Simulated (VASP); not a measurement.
# PbF2 (Aea2) in VASP: notebook

PbF2 is run at these levels: PBEsol; tasks: single point.

All numbers are computed with VASP 6.6.1; they aren't measurements. Logs are shortened: lines on timing, memory, paths and dates and some standing lists are left out, and cuts for length are marked.

### 1 The cell of the first run

Symmetry: Aea2, No. 41, orthorhombic system. The conventional cell has a = 6.171 Å, b = 6.151 Å, c = 6.170 Å, α = 90.00°, β = 90.00°, γ = 90.00°. Pb (site symmetry 2) has 8 F at 2.60 to 2.79 Å within 3.4 Å. F (site symmetry 1) has 4 Pb at 2.60 to 2.79 Å and 6 F at 3.08 to 3.09 Å within 3.4 Å.

### 2 Single point, PBEsol

The input, INCAR:

```
  PREC = Accurate
  ENCUT = 520
  EDIFF = 1E-6
  ISMEAR = 0
  SIGMA = 0.01
  LREAL = False
  LASPH = True
  NELM = 80
  ALGO = Normal
  ISIF = 2
  LWAVE = False
  LCHARG = True
  GGA = PS
  LELF = True
  LVHAR = True
  NBANDS = 37
```

The input, KPOINTS:

```
Automatic mesh
0
Gamma
  4 6 6
```

The input, POSCAR:

```
PbF2
1.0
    6.1710418053      0.0000000000      0.0000000000
    0.0000000000      3.0752994414      3.0847597736
    0.0000000000     -3.0752994414      3.0847597736
Pb F
2 4
Direct
    0.5000000000      0.9774790000      0.9774790000
    0.0000000000      0.4774790000      0.4774790000
    0.7647730000      0.9736080000      0.4586660000
    0.2352270000      0.4586660000      0.9736080000
    0.7352270000      0.4736080000      0.9586660000
    0.2647730000      0.9586660000      0.4736080000
```

Potentials or basis: VASP PAW PBE potentials, release 64 (Pb_d, F).

Started as:

```console
cat potpaw_PBE.64/Pb_d/POTCAR potpaw_PBE.64/F/POTCAR > POTCAR
mpirun -np 1 vasp_std > vasp.out
```

OUTCAR:

```text
PREC = Accurate
   ENCUT = 520
   EDIFF = 1E-6
   ISMEAR = 0
   LREAL = False
   LASPH = True
   NELM = 80
   ISIF = 2
   GGA = PS

 ion  position               nearest neighbor table
   1  0.500  0.977  0.977-   5 2.60   6 2.60   6 2.63   5 2.63   3 2.66   4 2.66   4 2.79   3 2.79

   2  0.000  0.477  0.477-   3 2.60   4 2.60   4 2.63   3 2.63   5 2.66   6 2.66   5 2.79   6 2.79

   3  0.765  0.974  0.459-   2 2.60   2 2.63   1 2.66   1 2.79
   4  0.235  0.459  0.974-   2 2.60   2 2.63   1 2.66   1 2.79
   5  0.735  0.474  0.959-   1 2.60   1 2.63   2 2.66   2 2.79
   6  0.265  0.959  0.474-   1 2.60   1 2.63   2 2.66   2 2.79

  LATTYP: Found a base centered orthorhombic cell.
 ALAT       =     6.1505988828
 B/A-ratio  =     1.0030762312
 C/A-ratio  =     1.0033237288

  Lattice vectors:

 A1 = (   0.0000000000,   3.0752994414,  -3.0847597736)
 A2 = (   0.0000000000,   3.0752994414,   3.0847597736)
 A3 = (   6.1710418053,   0.0000000000,   0.0000000000)

Analysis of symmetry for initial positions (statically):
=====================================================================
 Subroutine PRICEL returns:
 Original cell was already a primitive cell.

 Routine SETGRP: Setting up the symmetry group for a
 base centered orthorhombic supercell.

 Subroutine GETGRP returns: Found  4 space group operations
 (whereof  2 operations were pure point group operations)
 out of a pool of  8 trial point group operations.

The static configuration has the point symmetry C_2 .
 The point group associated with its full space group is C_2v.

Analysis of symmetry for dynamics (positions and initial velocities):
=====================================================================
 Subroutine PRICEL returns:
 Original cell was already a primitive cell.

 Routine SETGRP: Setting up the symmetry group for a
 base centered orthorhombic supercell.

 Subroutine GETGRP returns: Found  4 space group operations
 (whereof  2 operations were pure point group operations)
 out of a pool of  8 trial point group operations.

The dynamic configuration has the point symmetry C_2 .
 The point group associated with its full space group is C_2v.

 Subroutine INISYM returns: Found  4 space group operations
 (whereof  2 operations are pure point group operations),
 and found     1 'primitive' translations

----------------------------------------------------------------------------------------

                                     Primitive cell

  volume of cell :     117.0839

  direct lattice vectors                    reciprocal lattice vectors
     6.171041805  0.000000000  0.000000000     0.162047193  0.000000000  0.000000000
     0.000000000  3.075299441  3.084759774     0.000000000  0.162585794  0.162087176
     0.000000000 -3.075299441  3.084759774     0.000000000 -0.162585794  0.162087176

  length of vectors
     6.171041805  4.355824780  4.355824780     0.162047193  0.229578729  0.229578729

  position of ions in fractional coordinates (direct lattice)
     0.500000000  0.977479000  0.977479000
     0.000000000  0.477479000  0.477479000
     0.764773000  0.973608000  0.458666000
     0.235227000  0.458666000  0.973608000
     0.735227000  0.473608000  0.958666000
     0.264773000  0.958666000  0.473608000

  ion indices of the primitive-cell ions
   primitive index   ion index
                 1           1
                 2           2
                 3           3
                 4           4
                 5           5
                 6           6

----------------------------------------------------------------------------------------

 KPOINTS: Automatic mesh

Automatic generation of k-mesh.
 Grid dimensions read from file:
 generate k-points for:    4    6    6

 Generating k-lattice:

  Cartesian coordinates                     Fractional coordinates (reciprocal lattice)
     0.040511798  0.000000000  0.000000000     0.250000000  0.000000000  0.000000000
     0.000000000  0.027097632  0.027014529     0.000000000  0.166666667  0.000000000
     0.000000000 -0.027097632  0.027014529     0.000000000  0.000000000  0.166666667

  Length of vectors
     0.040511798  0.038263122  0.038263122

  Shift w.r.t. Gamma in fractional coordinates (k-lattice)
     0.000000000  0.000000000  0.000000000

 Subroutine IBZKPT returns following result:
 ===========================================

 Found     39 irreducible k-points:

 Following reciprocal coordinates:
            Coordinates               Weight
  0.000000  0.000000  0.000000      1.000000
  0.250000  0.000000  0.000000      2.000000
  0.500000  0.000000  0.000000      1.000000
  0.000000  0.166667  0.000000      4.000000
  0.250000  0.166667  0.000000      8.000000
  0.500000  0.166667  0.000000      4.000000
[... 16 lines left out ...]
  0.250000 -0.333333  0.166667      8.000000
  0.500000 -0.333333  0.166667      4.000000
 [... further k-points ...]
   k-points           NKPTS =     39   k-points in BZ     NKDIM =     39   number of bands    NBANDS=     37
   number of dos      NEDOS =    301   number of ions     NIONS =      6
   total plane-waves  NPLWV =  49152
   dimension x,y,z NGX =    48 NGY =   32 NGZ =   32
   dimension x,y,z NGXF=    96 NGYF=   64 NGZF=   64
   ions per type =               2   4
   NGX,Y,Z   is equivalent  to a cutoff of  12.93, 12.21, 12.21 a.u.
   NGXF,Y,Z  is equivalent  to a cutoff of  25.86, 24.43, 24.43 a.u.
 SYSTEM =  unknown system
   PREC   = accura    normal or accurate (medium, high low for compatibility)
   ISTART =      0    job   : 0-new  1-cont  2-samecut
   ICHARG =      2    charge: 1-file 2-atom 10-const
   ISPIN  =      1    spin polarized calculation?
   LNONCOLLINEAR =      F non collinear calculations
   LSORBIT =      F    spin-orbit coupling
   LASPH  =      T    aspherical Exc in radial PAW
   ENCUT  =  520.0 eV  38.22 Ry    6.18 a.u.  11.47  8.10  8.10*2*pi/ulx,y,z
   NELM   =     80;   NELMIN=  2; NELMDL= -5     # of ELM steps
   EDIFF  = 0.1E-05   stopping-criterion for ELM
   LREAL  =      F    real-space projection
   EDIFFG = 0.1E-04   stopping-criterion for IOM
   NSW    =      0    number of steps for IOM
   IBRION =     -1    ionic relax: 0-MD 1-quasi-New 2-CG
   NFREE  =      0    steps in history (QN), initial steepest desc. (CG)
   ISIF   =      2    stress and relaxation
   ISYM   =      2    0-nonsym 1-usesym 2-fastsym
   POTIM  = 0.5000    time-step for ionic-motion
   TEBEG  =    0.0;   TEEND  =   0.0 temperature during run
   PSTRESS=    0.0 pullay stress
   NELECT =      56.0000    total number of electrons
   NUPDOWN=      -1.0000    fix difference up-down
   EMIN   =  10.00;   EMAX   =-10.00  energy-range for DOS
   EFERMI =   0.00;   METHOD = LEGACY
   ISMEAR =     0;   SIGMA  =   0.01  broadening in eV -4-tet -1-fermi 0-gaus
   EFERMI_NEDOS =   21; number of points for ismear=-14 and -15
   IALGO  =     38    algorithm
   IMIX   =      4    mixing-type and parameters
     AMIX     =   0.40;   BMIX     =  1.00
     AMIX_MAG =   1.60;   BMIX_MAG =  1.00
  volume/ion in A,a.u.               =      19.51       131.69
  Fermi-wavevector in a.u.,A,eV,Ry     =   1.280280  2.419379 22.301553  1.639118
  Thomas-Fermi vector in A             =   2.412717
   LORBIT       =      0    0 simple, 1 ext, 2 COOP (PROOUT), +10 PAW based schemes
   GGA     = PS    functional components
   LHFCALC =     F    Hartree Fock is set to
   AEXX    =    0.0000 exact exchange contribution
   IVDW    =     0    specifies the selected vdW correction
   LEPSILON=     F    determine dielectric tensor
   LRPA    =     F    only Hartree local field effects (RPA)
 non-spin polarized calculation
 Gauss-broadening in eV      SIGMA  =   0.01
  energy-cutoff  :      520.00
  volume of cell :      117.08
 maximum number of plane-waves:      3186
 NGX is ok and might be reduce to    48
   NGX = 23   NGY = 17   NGZ = 17

 number of electron      56.0000003 magnetization

 Free energy of the ion-electron system (eV)
  ---------------------------------------------------
  ext. energy  EPLUGINS =         0.00000000
  ---------------------------------------------------
  free energy    TOTEN  =       -29.50580957 eV

  energy without entropy =      -29.50580957  energy(sigma->0) =      -29.50580957

 E-fermi :   0.5317     XC(G=0):  -9.0644

 val. band max:        0.4719055939   @ k =   0.5000   0.5000   0.0000
 cond. band min:       4.7266066702   @ k =   0.0000   0.0000   0.0000
 fundamental gap:      4.2547010763
 Fermi energy:         0.5317096530

 k-point     1 :       0.0000    0.0000    0.0000
  band No.  band energies     occupation
      1     -19.7068      2.00000
      2     -19.5078      2.00000
      3     -19.4242      2.00000
      4     -19.2594      2.00000
      5     -13.8831      2.00000
      6     -13.8817      2.00000
[... 29 lines left out ...]
     36      10.6090      0.00000
     37      13.8907      0.00000

 k-point     2 :       0.2500    0.0000    0.0000
  band No.  band energies     occupation
      1     -19.6788      2.00000
      2     -19.5375      2.00000
      3     -19.4010      2.00000
      4     -19.2838      2.00000
      5     -13.8778      2.00000
      6     -13.8741      2.00000
[... 29 lines left out ...]
     36      11.5869      0.00000
     37      13.9770      0.00000

 k-point     3 :       0.5000    0.0000    0.0000
  band No.  band energies     occupation
      1     -19.6091      2.00000
      2     -19.6091      2.00000
      3     -19.3433      2.00000
      4     -19.3433      2.00000
      5     -13.8679      2.00000
      6     -13.8679      2.00000
[... 29 lines left out ...]
     36      11.3891      0.00000
     37      15.0374      0.00000
[... 761 lines left out ...]
 k-point    23 :       0.2500   -0.3333    0.1667
  band No.  band energies     occupation
      1     -19.5786      2.00000
      2     -19.4819      2.00000
      3     -19.4552      2.00000
      4     -19.3704      2.00000
      5     -13.8701      2.00000
      6     -13.8676      2.00000
[... 29 lines left out ...]
     36      11.9325      0.00000
     37      14.1451      0.00000

 k-point    24 :       0.5000   -0.3333    0.1667
  band No.  band energies     occupation
      1     -19.5304      2.00000
      2     -19.5298      2.00000
      3     -19.4139      2.00000
      4     -19.4133      2.00000
      5     -13.8705      2.00000
      6     -13.8674      2.00000
[... 29 lines left out ...]
     36      12.0522      0.00000
     37      13.8247      0.00000

 [... further k-points ...]

------------------------ aborting loop because EDIFF is reached ----------------------------------------

  FORCE on cell =-STRESS in cart. coord.  units (eV):
  Direction    XX          YY          ZZ          XY          YZ          ZX
  --------------------------------------------------------------------------------------
  -------------------------------------------------------------------------------------
  Total       -5.3628982     -5.3059885     -5.3796445      0.0000000      0.0000000      0.0000000
  in kB      -73.3859450    -72.6071930    -73.6151024      0.0000000      0.0000000      0.0000000
  external PRESSURE =     -73.2027468 kB  Pullay stress =       0.0000000 kB

 VOLUME and BASIS-vectors are now :
 -----------------------------------------------------------------------------
  energy-cutoff  :      520.00
  volume of cell :      117.08
      direct lattice vectors                 reciprocal lattice vectors
     6.171041805  0.000000000  0.000000000     0.162047193  0.000000000  0.000000000
     0.000000000  3.075299441  3.084759774     0.000000000  0.162585794  0.162087176
     0.000000000 -3.075299441  3.084759774     0.000000000 -0.162585794  0.162087176

 POSITION                                       TOTAL-FORCE (eV/Angst)
 -----------------------------------------------------------------------------------
      3.08552      0.00000      6.03058         0.000000      0.000000      0.025975
      0.00000      0.00000      2.94582         0.000000      0.000000      0.025975
      4.71945      1.58360      4.41822         0.007600     -0.016428     -0.012987
      1.45160     -1.58360      4.41822        -0.007600      0.016428     -0.012987
      4.53712     -1.49170      4.41822        -0.007600     -0.016428     -0.012987
      1.63393      1.49170      4.41822         0.007600      0.016428     -0.012987
 -----------------------------------------------------------------------------------
    total drift:                                0.000000     -0.000001      0.000240

  FREE ENERGIE OF THE ION-ELECTRON SYSTEM (eV)
  ---------------------------------------------------
  free  energy   TOTEN  =       -29.5058095743 eV

  energy  without entropy=      -29.5058095743  energy(sigma->0) =      -29.50580957
```

Wall time 2.2 min (1 thread of AMD EPYC 7R43 (Zen 3), shared host); peak memory 0.25 GiB.

What came out:

| Quantity | Value |
| --- | --- |
| Free energy | -29.5058 eV |
| Pressure | -7.3 GPa |
| Largest force | 0.026 eV/Å |
| Band gap on the k mesh | 4.25 eV |

Forces in eV/Å, atoms in the order of the input:
```
Pb   0.000  0.000  0.026
Pb   0.000  0.000  0.026
F    0.008 -0.016 -0.013
F   -0.008  0.016 -0.013
F   -0.008 -0.016 -0.013
F    0.008  0.016 -0.013
```

Caveat: the cell stands under tension; the PAW data sets were made with another functional, which shifts forces and pressure a little; spin-orbit coupling is left out, which moves the levels of the heavy elements. A k mesh can miss the band edges.

### 3 Single point, PBEsol

This run uses another cell than the first one, of 19.97 Å³/atom.

The input, INCAR:

```
  ALGO = Normal
  EDIFF = 1E-6
  ENCUT = 520
  GGA = PS
  ISIF = 2
  ISMEAR = 0
  LASPH = T
  LCHARG = F
  LREAL = F
  LWAVE = F
  NBANDS = 37
  NELM = 80
  PREC = Accurate
  SIGMA = 0.01
```

The input, KPOINTS:

```
k-points
0
Gamma
  4 6 6
```

POSCAR, as its differences from that of step 2:

```diff
@@ -2,5 +2,5 @@
 1.0
-    6.1710418053      0.0000000000      0.0000000000
-    0.0000000000      3.0752994414      3.0847597736
-    0.0000000000     -3.0752994414      3.0847597736
+    6.2185132232      0.0000000000      0.0000000000
+    0.0000000000      3.0989565206      3.1084896275
+    0.0000000000     -3.0989565206      3.1084896275
 Pb F
```

Potentials or basis: VASP PAW PBE potentials, release 64 (Pb_d, F).

Started as:

```console
cat potpaw_PBE.64/Pb_d/POTCAR potpaw_PBE.64/F/POTCAR > POTCAR
mpirun -np 1 vasp_std > vasp.out
```

It took 2.6 min on 1 thread of AMD EPYC 7R43 (Zen 3), shared host; peak memory 0.26 GiB.

Results (log left out):

```
Free energy            : -29.3788 eV
Pressure               : -8.1 GPa
Largest force          : 0.039 eV/Å
Band gap on the k mesh : 4.23 eV
```

Forces in eV/Å, atoms in the order of the input:
```
Pb   0.000  0.000  0.039
Pb   0.000  0.000  0.039
F    0.019 -0.011 -0.020
F   -0.019  0.011 -0.020
F   -0.019 -0.011 -0.020
F    0.019  0.011 -0.020
```

Stress tensor (GPa, compression positive):
```
-8.15  0.00  0.00
 0.00 -8.08  0.00
 0.00  0.00 -8.18
```

Levels at points of the mesh, in eV from the valence-band top:
```tsv
k point	band 24	band 25	band 26	band 27	band 28	band 29	band 30	band 31	band 32	band 33
(0.00, 0.00, 0.00)	-1.26	-0.97	-0.95	-0.88	-0.18	4.23	6.38	6.44	6.44	7.24
(0.50, 0.00, 0.00)	-1.15	-1.02	-1.02	-0.71	-0.71	4.89	4.89	6.88	6.88	6.88
(0.00, 0.50, 0.00)	-1.36	-1.01	-1.01	-0.17	-0.17	5.24	5.24	6.27	6.27	7.06
(0.50, 0.50, 0.00)	-1.44	-1.42	-1.42	0.00	0.00	4.84	4.84	6.99	6.99	7.13
(0.00, 0.50, 0.50)	-0.94	-0.93	-0.92	-0.15	-0.14	4.24	4.24	7.13	7.22	7.23
(0.50, 0.50, 0.50)	-0.97	-0.90	-0.90	-0.03	-0.03	5.65	5.65	5.66	5.66	7.01
```

Caveat: the cell stands under tension; the PAW data sets were made with another functional, which shifts forces and pressure a little; spin-orbit coupling is left out, which moves the levels of the heavy elements. A k mesh can miss the band edges.
